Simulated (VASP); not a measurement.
# Ca3TeRu2 (P-4m2) in VASP: notebook, part 2 of 2

VASP 6.6.1. Earlier steps stand in the parts before.

## 3. Relaxation of cell and atoms, PBE

This run uses another cell than the first one, of 21.82 Å³/atom.

INCAR

```
ALGO = Normal
EDIFF = 1E-6
EDIFFG = -0.04
ENCUT = 600
GGA = PE
IBRION = 2
ISIF = 3
ISMEAR = 0
LASPH = True
LCHARG = False
LREAL = False
LWAVE = False
NELM = 80
NSW = 90
PREC = Accurate
SIGMA = 0.1
```

KPOINTS

```
k-points
0
Gamma
  4 4 2
```

POSCAR

```
Ca3TeRu2
1.0
    3.9022678500      0.0000000000      0.0000000000
    0.0000000000      3.9022678500      0.0000000000
    0.0000000000      0.0000000000      8.5967760700
Ca Te Ru
3 1 2
Direct
    0.5000000000      0.5000000000      0.0000000000
    0.0000000000      0.5000000000      0.3786259900
    0.5000000000      0.0000000000      0.6213740100
    0.0000000000      0.0000000000      0.0000000000
    0.0000000000      0.5000000000      0.7376120100
    0.5000000000      0.0000000000      0.2623879900
```

Potentials or basis: VASP PAW PBE potentials, release 64 (Ca_sv, Te, Ru_pv).

Launch:

```bash
$ cat potpaw_PBE.64/Ca_sv/POTCAR potpaw_PBE.64/Te/POTCAR potpaw_PBE.64/Ru_pv/POTCAR > POTCAR
$ mpirun -np 1 vasp_std > vasp.out
```

OUTCAR:

```text
EDIFF = 1E-6
   EDIFFG = -0.04
   ENCUT = 600
   GGA = PE
   IBRION = 2
   ISIF = 3
   ISMEAR = 0
   LASPH = True
   LREAL = False
   NELM = 80
   NSW = 90
   PREC = Accurate

 ion  position               nearest neighbor table
   1  0.500  0.500  0.000-   4 2.76   4 2.76   4 2.76   4 2.76   6 2.98   6 2.98   5 2.98   5 2.98

   2  0.000  0.500  0.379-   6 2.93   6 2.93   6 2.93   6 2.93   5 3.09
   3  0.500  0.000  0.621-   5 2.93   5 2.93   5 2.93   5 2.93   6 3.09
   4  0.000  0.000  0.000-   1 2.76   1 2.76   1 2.76   1 2.76   5 2.98   6 2.98   6 2.98   5 2.98

   5  0.000  0.500  0.738-   3 2.93   3 2.93   3 2.93   3 2.93   4 2.98   1 2.98   4 2.98   1 2.98
                             2 3.09
   6  0.500  0.000  0.262-   2 2.93   2 2.93   2 2.93   2 2.93   1 2.98   4 2.98   4 2.98   1 2.98
                             3 3.09

  LATTYP: Found a simple tetragonal cell.
 ALAT       =     3.9022678500
 C/A-ratio  =     2.2030205000

  Lattice vectors:

 A1 = (   3.9022678500,   0.0000000000,   0.0000000000)
 A2 = (   0.0000000000,   3.9022678500,   0.0000000000)
 A3 = (   0.0000000000,   0.0000000000,   8.5967760700)

Analysis of symmetry for initial positions (statically):
=====================================================================
 Subroutine PRICEL returns:
 Original cell was already a primitive cell.

 Routine SETGRP: Setting up the symmetry group for a
 simple tetragonal supercell.

 Subroutine GETGRP returns: Found  8 space group operations
 (whereof  8 operations were pure point group operations)
 out of a pool of 16 trial point group operations.

The static configuration has the point symmetry D_2d.

[... 271 lines left out ...]
  free  energy   TOTEN  =       -26.3640906881 eV

  energy  without entropy=      -26.3050571070  energy(sigma->0) =      -26.33457390

 E-fermi :   5.5602     XC(G=0):  -9.9855

 val. band max:        5.5596770515   @ k =   0.0000   0.0000   0.5000
 cond. band min:       5.5792849947   @ k =   0.5000   0.5000   0.5000
 fundamental gap:      0.0196079433
 Fermi energy:         5.5601520752

 k-point     1 :       0.0000    0.0000    0.0000
  band No.  band energies     occupation
      1     -35.8619      2.00000
      2     -35.8619      2.00000
      3     -35.7689      2.00000
      4     -35.7497      2.00000
      5     -35.6327      2.00000
      6     -35.6327      2.00000
[... 481 lines left out ...]
     37       7.7115      0.00000
     38       8.0190      0.00000

[... ionic steps 4 to 10 ...]

--------------------------------------- Ionic step       11  -------------------------------------------

 number of electron      64.0000003 magnetization

------------------------ aborting loop because EDIFF is reached ----------------------------------------
[... 75 lines left out ...]
--------------------------------------- Ionic step       13  -------------------------------------------

 number of electron      63.9999998 magnetization

 Free energy of the ion-electron system (eV)
  ---------------------------------------------------
  ext. energy  EPLUGINS =         0.00000000
  ---------------------------------------------------
  free energy    TOTEN  =       -27.34026615 eV

  energy without entropy =      -27.32385687  energy(sigma->0) =      -27.33206151

 E-fermi :   5.6276     XC(G=0): -10.0172

 val. band max:        5.5826304285   @ k =   0.0000   0.0000   0.5000
 cond. band min:       5.6354572873   @ k =   0.5000   0.5000   0.5000
 fundamental gap:      0.0528268589
 Fermi energy:         5.6275889065

 k-point     1 :       0.0000    0.0000    0.0000
  band No.  band energies     occupation
      1     -35.8088      2.00000
      2     -35.8088      2.00000
      3     -35.7055      2.00000
      4     -35.6842      2.00000
      5     -35.5648      2.00000
      6     -35.5648      2.00000
[... 514 lines left out ...]
  FREE ENERGIE OF THE ION-ELECTRON SYSTEM (eV)
  ---------------------------------------------------
  free  energy   TOTEN  =       -27.3402661514 eV

  energy  without entropy=      -27.3238568706  energy(sigma->0) =      -27.33206151

 reached required accuracy - stopping structural energy minimisation
```

CONTCAR:

```text
Ca3TeRu2
   1.00000000000000
     4.5616582621084314    0.0000000000000000    0.0000000000000000
     0.0000000000000000    4.5616582621084314    0.0000000000000000
     0.0000000000000000    0.0000000000000000    7.0018647811277974
  Ca              Te              Ru
     3     1     2
Direct
     0.5000000000000000    0.5000000000000000    1.0000000000000000
     0.0000000000000000    0.5000000000000000    0.3670401880135420
     0.5000000000000000    0.0000000000000000    0.6329598119864580
     0.0000000000000000    1.0000000000000000    1.0000000000000000
     0.0000000000000000    0.5000000000000000    0.7881962133162748
     0.5000000000000000    0.0000000000000000    0.2118037866837254

  0.00000000E+00  0.00000000E+00  0.00000000E+00
  0.00000000E+00  0.00000000E+00  0.00000000E+00
  0.00000000E+00  0.00000000E+00  0.00000000E+00
  0.00000000E+00  0.00000000E+00  0.00000000E+00
  0.00000000E+00  0.00000000E+00  0.00000000E+00
  0.00000000E+00  0.00000000E+00  0.00000000E+00
```

It took 7 min on 1 thread of Intel Xeon 6975P-C (Granite Rapids), shared host; peak memory 0.3 GiB.

What came out:

```
Free energy                           : -27.3403 eV
Relaxed volume                        : 24.28 Å³/atom
Relaxed cell                          : a = 4.562 Å, b = 4.562 Å, c = 7.002 Å, α = 90.00°, β = 90.00°, γ = 90.00°
Space group after relaxing (to 0.1 Å) : P-4m2 (No. 115)
Energy gained by relaxing             : 275.0 meV/atom
Ionic steps                           : 13
Pressure after relaxing               : 0.0 GPa
Largest force after relaxing          : 0.039 eV/Å
Band gap on the k mesh                : zero (bands 32 and 33 overlap by 0.75 eV)
```

Forces in eV/Å, atoms in the order of the input:
```
Ca   0.000  0.000  0.000
Ca   0.000  0.000  0.039
Ca   0.000  0.000 -0.039
Te   0.000  0.000  0.000
Ru   0.000  0.000 -0.030
Ru   0.000  0.000  0.030
```

Step by step:
| step | energy change (eV) | largest force (eV/Å) | pressure (GPa) | volume (Å³) |
| --- | --- | --- | --- | --- |
| 1 | 0.0000 | 0.7955 | 8.14 | 130.91 |
| 2 | -0.6732 | 0.8965 | -2.44 | 152.83 |
| 3 | -0.6741 | 0.8891 | -2.10 | 151.77 |
| 4 | -1.0073 | 1.0613 | -1.85 | 149.37 |
| 5 | -1.5538 | 0.5936 | 1.16 | 140.30 |
| 6 | -1.5558 | 0.4859 | 2.08 | 138.50 |
| 7 | -1.6233 | 0.3467 | -1.06 | 146.94 |
| 8 | -1.6259 | 0.3593 | -0.57 | 145.45 |
| 9 | -1.6473 | 0.0893 | 0.28 | 144.66 |
| 10 | -1.6473 | 0.0906 | 0.32 | 144.62 |
| 11 | -1.6494 | 0.0636 | -0.18 | 146.13 |
| 12 | -1.6495 | 0.0674 | -0.12 | 145.91 |
| 13 | -1.6503 | 0.0386 | 0.01 | 145.70 |

Final structure:
```yaml
crystal:
  lattice:
    - [4.56166, 0.00000, 0.00000]
    - [0.00000, 4.56166, 0.00000]
    - [0.00000, 0.00000, 7.00186]
  atoms:
    - { symbol: Ca, position: [0.50000, 0.50000, 0.00000] }
    - { symbol: Ca, position: [0.00000, 0.50000, 0.36704] }
    - { symbol: Ca, position: [0.50000, 0.00000, 0.63296] }
    - { symbol: Te, position: [0.00000, 0.00000, 0.00000] }
    - { symbol: Ru, position: [0.00000, 0.50000, 0.78820] }
    - { symbol: Ru, position: [0.50000, 0.00000, 0.21180] }
```

Caveat: the k points lie up to 0.45 Å⁻¹ apart in the final cell, too coarse for converged energies and pressures of a metal; a cell axis changed by over 15 % at a fixed basis, so the end point is rough; spin-orbit coupling is left out, which moves the levels of the heavy elements.

## 4. Relaxation of cell and atoms, PBE

INCAR

```
SYSTEM = Ca3TeRu2
PREC     = Accurate       ! precision mode
ENCUT    = 600            ! plane-wave cutoff, eV
EDIFF    = 1E-7           ! SCF threshold, eV
ISMEAR   = 0              ! smearing method
SIGMA    = 0.1            ! smearing width, eV
LREAL    = .False.        ! projectors in reciprocal space
LASPH    = .True.         ! aspherical terms in the spheres
NELM     = 80             ! most SCF steps
ALGO     = Fast           ! electronic algorithm
ISIF     = 3              ! what is computed and relaxed
LWAVE    = .False.        ! write WAVECAR
LCHARG   = .False.        ! write CHGCAR
GGA      = PE             ! functional
IBRION   = 2              ! ionic algorithm
NSW      = 90             ! ionic steps
EDIFFG   = -0.04          ! ionic threshold
```

KPOINTS

```
regular mesh
0
Gamma
  4 4 4
  0 0 0
```

POSCAR

```
Ca3TeRu2
1.0
    4.5490873958      0.0000000000      0.0000000000
    0.0000000000      4.5490873958      0.0000000000
    0.0000000000      0.0000000000      7.0165171846
Ca Te Ru
3 1 2
Direct
    0.5000000000      0.5000000000      0.0000000000
    0.0000000000      0.5000000000      0.3678983213
    0.5000000000      0.0000000000      0.6321016787
    0.0000000000      0.0000000000      0.0000000000
    0.0000000000      0.5000000000      0.7864440275
    0.5000000000      0.0000000000      0.2135559725
```

Launch:

```bash
$ cat potpaw_PBE.64/Ca_sv/POTCAR potpaw_PBE.64/Te/POTCAR potpaw_PBE.64/Ru_pv/POTCAR > POTCAR
$ mpirun -np 1 vasp_std > vasp.out
```

Run time: 2.7 min. Hardware: 1 thread of Intel Xeon 6975P-C (Granite Rapids), shared host; peak memory 0.33 GiB.

It converged, with:

```yaml
Free_energy: -27.3225 eV
Relaxed_volume: 24.35 Å³/atom
Relaxed_cell: a = 4.554 Å, b = 4.554 Å, c = 7.044 Å, α = 90.00°, β = 90.00°, γ = 90.00°
Space_group_after_relaxing_to_0.1_Å: P-4m2 (No. 115)
Energy_gained_by_relaxing: 0.2 meV/atom
Ionic_steps: 2
Pressure_after_relaxing: -0.1 GPa
Largest_force_after_relaxing: 0.025 eV/Å
Band_gap_on_the_k_mesh: zero (bands 32 and 33 overlap by 0.65 eV)
```

Forces in eV/Å, atoms in the order of the input:
```
Ca   0.000  0.000  0.000
Ca   0.000  0.000 -0.025
Ca   0.000  0.000  0.025
Te   0.000  0.000  0.000
Ru   0.000  0.000 -0.004
Ru   0.000  0.000  0.004
```

Stress tensor (GPa, compression positive):
```
-0.26  0.00  0.00
 0.00 -0.26  0.00
 0.00  0.00  0.16
```

The path:
```
step  energy change (eV)  largest force (eV/Å)  pressure (GPa)  volume (Å³)
   1              0.0000                0.0276            0.27       145.20
   2             -0.0013                0.0249           -0.12       146.07
```

Final structure:
```
Ca Te Ru
1.0
     4.55367    0.00000    0.00000
     0.00000    4.55367    0.00000
     0.00000    0.00000    7.04442
Ca Te Ru
3 1 2
Direct
  0.50000 0.50000 0.00000
  0.00000 0.50000 0.36771
  0.50000 0.00000 0.63229
  0.00000 0.00000 0.00000
  0.00000 0.50000 0.78627
  0.50000 0.00000 0.21373
```

Levels at points of the mesh, in eV from the Fermi level:
| k point | band 28 | band 29 | band 30 | band 31 | band 32 | band 33 | band 34 | band 35 | band 36 | band 37 |
| --- | --- | --- | --- | --- | --- | --- | --- | --- | --- | --- |
| (0.00, 0.00, 0.00) | -1.13 | -0.80 | -0.70 | -0.70 | 0.44 | 0.44 | 1.79 | 1.79 | 2.01 | 2.05 |
| (0.50, 0.00, 0.00) | -0.99 | -0.92 | -0.82 | -0.59 | 0.45 | 0.51 | 0.57 | 0.61 | 1.93 | 2.48 |
| (0.50, 0.50, 0.00) | -0.93 | -0.87 | -0.87 | -0.64 | -0.64 | -0.21 | 0.50 | 0.50 | 1.72 | 2.23 |
| (0.00, 0.00, 0.50) | -0.91 | -0.83 | -0.83 | -0.06 | 0.33 | 0.33 | 0.50 | 1.63 | 2.14 | 2.26 |
| (0.50, 0.00, 0.50) | -1.02 | -0.95 | -0.83 | -0.62 | -0.59 | 0.45 | 1.16 | 1.29 | 2.05 | 2.06 |
| (0.50, 0.50, 0.50) | -0.90 | -0.90 | -0.82 | -0.58 | -0.58 | 0.06 | 0.49 | 0.49 | 1.33 | 2.07 |

Caveat: spin-orbit coupling is left out, which moves the levels of the heavy elements.

## 5. Single point, PBE

This run uses another cell than the first one, of the same volume but with other edges.

INCAR

```
SYSTEM = Ca3TeRu2
PREC = Accurate
ENCUT = 520
EDIFF = 1E-7
ISMEAR = 0
SIGMA = 0.1
LREAL = .FALSE.
LASPH = .TRUE.
NELM = 100
ALGO = Fast
ISIF = 2
LWAVE = .FALSE.
LCHARG = .FALSE.
GGA = PE
NBANDS = 41
```

KPOINTS

```
regular mesh
0
G
  8 8 6
  0 0 0
```

POSCAR

```
Ca3TeRu2
1.0
    4.4346302110      0.0000000000      0.0000000000
    0.0000000000      4.4346302110      0.0000000000
    0.0000000000      0.0000000000      7.3949925415
Ca Te Ru
3 1 2
Direct
    0.5000000000      0.5000000000      0.0000000000
    0.0000000000      0.5000000000      0.3640023413
    0.5000000000      0.0000000000      0.6359976587
    0.0000000000      0.0000000000      0.0000000000
    0.0000000000      0.5000000000      0.7807570612
    0.5000000000      0.0000000000      0.2192429388
```

Launch:

```bash
$ cat potpaw_PBE.64/Ca_sv/POTCAR potpaw_PBE.64/Te/POTCAR potpaw_PBE.64/Ru_pv/POTCAR > POTCAR
$ mpirun -np 1 vasp_std > vasp.out
```

Wall time 6.7 min (1 thread of Intel Xeon 6975P-C (Granite Rapids), shared host); peak memory 0.48 GiB.

Results (log left out):

* Free energy: -27.3380 eV
* Pressure: 0.1 GPa
* Largest force: 0.014 eV/Å
* Band gap on the k mesh: zero (bands 32 and 33 overlap by 0.58 eV)

Forces in eV/Å, atoms in the order of the input:
```
Ca   0.000  0.000  0.000
Ca   0.000  0.000  0.003
Ca   0.000  0.000 -0.003
Te   0.000  0.000  0.000
Ru   0.000  0.000 -0.014
Ru   0.000  0.000  0.014
```

Levels at points of the mesh, in eV from the Fermi level:
| k point | band 30 | band 31 | band 32 | band 33 | band 34 | band 35 |
| --- | --- | --- | --- | --- | --- | --- |
| (0.00, 0.00, 0.00) | -0.87 | -0.87 | 0.44 | 0.44 | 1.57 | 1.92 |
| (0.50, 0.00, 0.00) | -0.94 | -0.59 | 0.13 | 0.26 | 0.39 | 0.53 |
| (0.50, 0.50, 0.00) | -0.93 | -0.61 | -0.61 | -0.14 | 0.26 | 0.26 |
| (0.00, 0.00, 0.50) | -0.99 | -0.34 | 0.12 | 0.36 | 0.36 | 1.48 |
| (0.50, 0.00, 0.50) | -0.93 | -0.70 | -0.61 | 0.43 | 0.77 | 1.24 |
| (0.50, 0.50, 0.50) | -0.82 | -0.56 | -0.56 | 0.09 | 0.29 | 0.29 |

Caveat: spin-orbit coupling is left out, which moves the levels of the heavy elements.

## 6. Summary

| task | cell | k mesh | cutoff (eV) | gap on the mesh (eV) | pressure (GPa) | relaxed volume (Å³/atom) | largest force (eV/Å) |
| --- | --- | --- | --- | --- | --- | --- | --- |
| single point | a = 4.549, b = 4.549, c = 7.017 Å, 6 atoms, atomic positions A | 4 × 4 × 2 | 520 | none | 0.1 | - | - |
| relaxation of cell and atoms | relaxed from a = 3.902, b = 3.902, c = 8.597 Å, 6 atoms, atomic positions B | 4 × 4 × 2 | 600 | none | 0.0 | 24.28 | 0.04 |
| relaxation of cell and atoms | relaxed from a = 4.549, b = 4.549, c = 7.017 Å, 6 atoms, atomic positions A | 4 × 4 × 4 | 600 | none | -0.1 | 24.35 | 0.02 |
| single point | a = 4.435, b = 4.435, c = 7.395 Å, 6 atoms, atomic positions C | 8 × 8 × 6 | 520 | none | 0.1 | - | 0.01 |

Alike in all rows: level PBE; potentials or basis VASP PAW PBE potentials, release 64 (Ca_sv, Te, Ru_pv); no spin polarisation; smearing gaussian 0.1 eV.

Caveats: some runs use coarse meshes; spin-orbit coupling is left out, which moves the levels of the heavy elements; a cell axis changed by over 15 % at a fixed basis, so the end point is rough (at least some runs).

Total energies depend on the potentials used, so only differences within one code and one set of settings carry meaning.

The gap in the log of VASP goes by the Fermi energy; the results here count the filled bands.